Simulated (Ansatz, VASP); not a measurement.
## One calculation of Cu6H, two programs

```
Cu H
1.0
     5.13324    0.00000    0.00000
     0.00000    5.13324    0.00000
     0.00000    0.00000   21.52891
Cu H
12 2
Direct
  0.25000 0.25000 0.18580
  0.25000 0.75000 0.18580
  0.75000 0.25000 0.18580
  0.75000 0.75000 0.18580
  0.00000 0.00000 0.26776
  0.00000 0.50000 0.26776
  0.50000 0.00000 0.26776
  0.50000 0.50000 0.26776
  0.25000 0.25000 0.34971
  0.25000 0.75000 0.34971
  0.75000 0.25000 0.34971
  0.75000 0.75000 0.34971
  0.10438 0.00000 0.44493
  0.39562 0.00000 0.44493
```

Alike in both runs: task single point; functional PBE; k mesh 5 × 5 × 1; occupations gaussian, width 0.1 eV; no spin polarisation.

|  | VASP | Ansatz |
| --- | --- | --- |
| version | VASP 6.6.1 | Ansatz 0.2.0 |
| potentials or method | VASP PAW PBE potentials, release 64 (Cu, H), cutoff 520 eV | scalar-relativistic, plane waves, PAW |
| valence electrons in the cell | 134 | 230 |

VASP gave:

- gap on the k mesh at the Fermi level (eV): none
- rms of the force components (eV/Å): 0.554

What did Ansatz give for the same quantities?

gap on the k mesh at the Fermi level (eV): none; rms of the force components (eV/Å): 0.553.

Atom by atom the forces differ by 0.011 eV/Å (rms over components). A gap of «none» marks a metal or a gap that the smearing closes. VASP's potentials hold 134 valence electrons a cell and Ansatz's 230, so a difference there can come from the potentials and not from the codes.
